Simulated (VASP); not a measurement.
# BaTe (Fm-3m) in VASP: further runs, part 2 of 2

VASP 6.6.1.

### Step 3. Vibrations by perturbation theory, PBE

INCAR reads:

```
SYSTEM = BaTe
  ALGO = Normal
  EDIFF = 1E-8
  ENCUT = 520
  GGA = PE
  IBRION = 8
  ISIF = 2
  ISMEAR = 0
  LASPH = .True.
  LCHARG = .False.
  LEPSILON = .True.
  LREAL = .False.
  LWAVE = .False.
  NELM = 100
  NSW = 1
  PREC = Accurate
  SIGMA = 0.01
```

KPOINTS reads:

```
k-points
0
Gamma
  8 8 8
  0 0 0
```

POSCAR reads:

```
BaTe
1.0
    0.0000000000      3.5325585081      3.5325585081
    3.5325585081      0.0000000000      3.5325585081
    3.5325585081      3.5325585081      0.0000000000
Ba Te
1 1
Direct
    0.0000000000      0.0000000000      0.0000000000
    0.5000000000      0.5000000000      0.5000000000
```

Potentials or basis: VASP PAW PBE potentials, release 64 (Ba_sv, Te).

Command:

```
> cat potpaw_PBE.64/Ba_sv/POTCAR potpaw_PBE.64/Te/POTCAR > POTCAR
> mpirun -np 1 vasp_std > vasp.out
```

OUTCAR:

```text
SYSTEM = BaTe
   EDIFF = 1E-8
   ENCUT = 520
   GGA = PE
   IBRION = 8
   ISIF = 2
   ISMEAR = 0
   LASPH = .True.
   LEPSILON = .True.
   LREAL = .False.
   NELM = 100
   NSW = 1
   PREC = Accurate

 ion  position               nearest neighbor table
   1  0.000  0.000  0.000-   2 3.53   2 3.53   2 3.53   2 3.53   2 3.53   2 3.53
   2  0.500  0.500  0.500-   1 3.53   1 3.53   1 3.53   1 3.53   1 3.53   1 3.53

  LATTYP: Found a face centered cubic cell.
 ALAT       =     7.0651170162

  Lattice vectors:

 A1 = (   0.0000000000,   3.5325585081,   3.5325585081)
 A2 = (   3.5325585081,   0.0000000000,   3.5325585081)
 A3 = (   3.5325585081,   3.5325585081,   0.0000000000)

Analysis of symmetry for initial positions (statically):
=====================================================================
 Subroutine PRICEL returns:
 Original cell was already a primitive cell.

 Routine SETGRP: Setting up the symmetry group for a
 face centered cubic supercell.

 Subroutine GETGRP returns: Found 48 space group operations
 (whereof 48 operations were pure point group operations)
 out of a pool of 48 trial point group operations.

The static configuration has the point symmetry O_h .

Analysis of symmetry for dynamics (positions and initial velocities):
=====================================================================
 Subroutine PRICEL returns:
 Original cell was already a primitive cell.

 Routine SETGRP: Setting up the symmetry group for a
 face centered cubic supercell.

 Subroutine GETGRP returns: Found 48 space group operations
 (whereof 48 operations were pure point group operations)
 out of a pool of 48 trial point group operations.

The dynamic configuration has the point symmetry O_h .

 Subroutine INISYM returns: Found 48 space group operations
 (whereof 48 operations are pure point group operations),
 and found     1 'primitive' translations

----------------------------------------------------------------------------------------

                                     Primitive cell

  volume of cell :      88.1654

  direct lattice vectors                    reciprocal lattice vectors
     0.000000000  3.532558508  3.532558508    -0.141540472  0.141540472  0.141540472
     3.532558508  0.000000000  3.532558508     0.141540472 -0.141540472  0.141540472
     3.532558508  3.532558508  0.000000000     0.141540472  0.141540472 -0.141540472

  length of vectors
     4.995792152  4.995792152  4.995792152     0.245155290  0.245155290  0.245155290

  position of ions in fractional coordinates (direct lattice)
     0.000000000  0.000000000  0.000000000
[... 552 lines left out ...]
    -0.00000  0.00000  0.00000
     0.00000 -0.00000 -0.00000
    -0.00000 -0.00000 -0.00071

--------------------------------------- Ionic step        4  -------------------------------------------

------------------------ aborting loop because EDIFF is reached ----------------------------------------

[... ionic steps 5 to 6 ...]

--------------------------------------- Ionic step        7  -------------------------------------------

 Free energy of the ion-electron system (eV)
  ---------------------------------------------------
  ---------------------------------------------------
  free energy    TOTEN  =        -0.05262350 eV

  energy without entropy =       -0.05262350

------------------------ aborting loop because EDIFF is reached ----------------------------------------

 INTERNAL STRAIN TENSOR  FOR ION    2  DIRECTION 1   (eV/Angst):
 -----------------------------------------------------------------------------
    -0.01231  0.00000  0.00000
    -0.00000  0.00457 -0.00000
     0.00000 -0.00000  0.00457

 MACROSCOPIC STATIC DIELECTRIC TENSOR (including local field effects in DFT)
 ------------------------------------------------------
           6.038848     0.000000    -0.000000
          -0.000000     6.038848     0.000000
           0.000000     0.000000     6.038848
 ------------------------------------------------------

 PIEZOELECTRIC TENSOR (including local field effects)  for field in x, y, z        (e  Angst)
          XX          YY          ZZ          XY          YZ          ZX
  --------------------------------------------------------------------------------
  x     0.00000     0.00000     0.00000     0.00000     0.00000     0.00000
  y     0.00000     0.00000     0.00000     0.00000     0.00000     0.00000
  z     0.00000     0.00000     0.00000     0.00000     0.00000     0.00000

 PIEZOELECTRIC TENSOR (including local field effects)  for field in x, y, z        (C/m^2)
          XX          YY          ZZ          XY          YZ          ZX
  --------------------------------------------------------------------------------
  x     0.00000     0.00000     0.00000     0.00000     0.00000     0.00000
  y     0.00000     0.00000     0.00000     0.00000     0.00000     0.00000
  z     0.00000     0.00000     0.00000     0.00000     0.00000     0.00000

 BORN EFFECTIVE CHARGES (including local field effects) (in |e|, cummulative output)
 ---------------------------------------------------------------------------------
 ion    1
    1     2.59668     0.00000     0.00000
    2     0.00000     2.59668     0.00000
    3     0.00000     0.00000     2.59668
 ion    2
    1    -2.59668     0.00000     0.00000
    2     0.00000    -2.59668     0.00000
    3     0.00000     0.00000    -2.59668

 INTERNAL STRAIN TENSOR FOR ION    2 for displacements in x,y,z  (eV/Angst):
          X           Y           Z          XY          YZ          ZX
  --------------------------------------------------------------------------------
  x     0.00000     0.00000     0.00000     0.00000     0.00000     0.00000
  y     0.00000     0.00000     0.00000     0.00000     0.00000     0.00000
  z     0.00000     0.00000     0.00000     0.00000     0.00000     0.00000

 SECOND DERIVATIVES (NOT SYMMETRIZED)
 ------------------------------------
               1X          1Y          1Z          2X          2Y          2Z
  1X    -1.999385    0.000000    0.000000    1.999385    0.000000    0.000000
  1Y     0.000000   -1.999385    0.000000    0.000000    1.999385    0.000000
  1Z     0.000000    0.000000   -1.999385    0.000000    0.000000    1.999385
  2X     1.993137    0.000000    0.000000   -1.993137    0.000000    0.000000
  2Y     0.000000    1.993137    0.000000    0.000000   -1.993137    0.000000
  2Z     0.000000    0.000000    1.993137    0.000000    0.000000   -1.993137

 Eigenvectors and eigenvalues of the dynamical matrix
 ----------------------------------------------------

   1 f  =    2.715857 THz    17.064230 2PiTHz   90.591226 cm-1    11.231875 meV
             X         Y         Z           dx          dy          dz
      0.000000  0.000000  0.000000     0.000000    0.694567    0.000000
      3.532559  3.532559  3.532559     0.000000   -0.719428    0.000000
[... 21 lines left out ...]
   6 f/i=    0.002124 THz     0.013343 2PiTHz    0.070838 cm-1     0.008783 meV
             X         Y         Z           dx          dy          dz
      0.000000  0.000000  0.000000     0.000000    0.000000    0.719428
      3.532559  3.532559  3.532559     0.000000    0.000000    0.694567

--------------------------------------------------------------------------------------------------------

 MACROSCOPIC STATIC DIELECTRIC TENSOR IONIC CONTRIBUTION
 ------------------------------------------------------
           6.932457     0.000000     0.000000
           0.000000     6.932457     0.000000
           0.000000     0.000000     6.932457
 ------------------------------------------------------

 ELASTIC MODULI CONTR FROM IONIC RELAXATION (kBar)
 Direction    XX          YY          ZZ          XY          YZ          ZX
 --------------------------------------------------------------------------------
 XX           0.0000      0.0000      0.0000      0.0000      0.0000      0.0000
 YY           0.0000      0.0000      0.0000      0.0000      0.0000      0.0000
 ZZ           0.0000      0.0000      0.0000      0.0000      0.0000      0.0000
 XY           0.0000      0.0000      0.0000      0.0000      0.0000      0.0000
 YZ           0.0000      0.0000      0.0000      0.0000      0.0000      0.0000
 ZX           0.0000      0.0000      0.0000      0.0000      0.0000      0.0000
 --------------------------------------------------------------------------------

 PIEZOELECTRIC TENSOR IONIC CONTR  for field in x, y, z        (C/m^2)
          XX          YY          ZZ          XY          YZ          ZX
  --------------------------------------------------------------------------------
  x     0.00000     0.00000     0.00000     0.00000     0.00000     0.00000
  y     0.00000     0.00000     0.00000     0.00000     0.00000     0.00000
  z     0.00000     0.00000     0.00000     0.00000     0.00000     0.00000
```

OSZICAR:

```text
N       E                     dE             d eps       ncg     rms          rms(c)
DAV:   1     0.931125242791E+02    0.93113E+02   -0.62938E+03   696   0.110E+03
DAV:   2    -0.236905353413E+01   -0.95482E+02   -0.89629E+02   900   0.180E+02
DAV:   3    -0.854579903668E+01   -0.61767E+01   -0.61212E+01   880   0.537E+01
[... 210 lines left out ...]
RMM:   8    -0.526240336142E-01   -0.43299E-06    0.39214E-06  2860   0.101E-03    0.879E-05
RMM:   9    -0.526228654138E-01    0.11682E-05    0.28905E-07  3087   0.367E-04    0.103E-04
RMM:  10    -0.526232960050E-01   -0.43059E-06    0.86545E-07  3203   0.143E-04    0.383E-05
RMM:  11    -0.526233748506E-01   -0.78846E-07    0.31412E-07  3268   0.626E-05    0.126E-05
RMM:  12    -0.526235022380E-01   -0.12739E-06    0.42358E-08  3152   0.390E-05    0.648E-06
RMM:  13    -0.526234984033E-01    0.38348E-08    0.93648E-08  3233   0.264E-05    0.362E-06
 Linear response finished
```

Run time: 6.1 min. Hardware: 1 thread of Intel Xeon 6975P-C (Granite Rapids), shared host; peak memory 0.41 GiB.

What came out:

- Electronic dielectric tensor (diagonal): 6.04
- Born charges (mean of the diagonal): Ba +2.60; Te -2.60 e
- Highest phonon frequency at Γ, LO-TO splitting left out: 91 cm⁻¹

Phonon frequencies in cm⁻¹ (negative: imaginary):
| q point | frequencies |
| --- | --- |
| (0.000, 0.000, 0.000) | 0 0 0 91 91 91 |

Electronic dielectric tensor:
```
6.04 0.00 0.00
0.00 6.04 0.00
0.00 0.00 6.04
```

Born effective charge tensors (e):
atom 1, Ba
```
2.60 0.00 0.00
0.00 2.60 0.00
0.00 0.00 2.60
```
atom 2, Te
```
-2.60  0.00  0.00
 0.00 -2.60  0.00
 0.00  0.00 -2.60
```

Caveat: spin-orbit coupling is left out, which moves the levels of the heavy elements.
